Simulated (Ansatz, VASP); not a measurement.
# Two plane-wave programs on Ba7O8

```xyz
15
Lattice="3.7464 -6.4890 0.0000 7.4929 0.0000 0.0000 1.8732 -3.2445 6.5382" Properties=species:S:1:pos:R:3 pbc="T T T"
Ba    3.7081   -4.3482    1.6345
Ba    5.5710   -1.0184    1.6345
Ba    7.5233   -4.3997    1.6345
Ba    7.4884   -8.6547    4.9036
Ba    5.6151   -5.4101    4.9036
Ba   11.2729   -8.6327    4.7311
Ba    9.3997   -5.3882    5.0762
O     3.5549   -6.3289    3.3704
O     1.9161   -3.4904    3.3704
O     7.6720   -6.3856    3.4708
O     5.5884   -3.2625    3.2068
O    -0.1915    0.1601   -0.1014
O     1.9161   -3.4904   -0.1014
O     3.9256    0.1034   -0.2017
O     5.5884   -3.2625    0.0623
```

Change from the starting cell: Ba vacancy, atoms relaxed.

Alike in both runs: functional PBEsol; k mesh 4 × 4 × 4; occupations gaussian, width 0.05 eV; no spin polarisation.

Ansatz relaxed the structure, and its values are those at the end. VASP's run is a single point on that final structure, the one shown.

```csv
,VASP,Ansatz
version,VASP 6.6.1,Ansatz 0.2.0
potentials or method,"VASP PAW PBE potentials, release 64 (Ba_sv, O), cutoff 520 eV","scalar-relativistic, plane waves, PAW"
valence electrons in the cell,118,118
```

VASP gave:

```
gap on the k mesh at the Fermi level (eV) : none
pressure (GPa)                            : 1.2
rms of the force components (eV/Å)        : 0.056
```

Q: What did Ansatz give for the same quantities?

A: gap on the k mesh at the Fermi level (eV): none; pressure (GPa): -0.8; rms of the force components (eV/Å): 0.004.

VASP's potentials were made for PBE, not for PBEsol. A gap of «none» marks a metal or a gap that the smearing closes. Ansatz's warnings: stress scf threshold loose.

Neither program's run includes spin-orbit coupling.
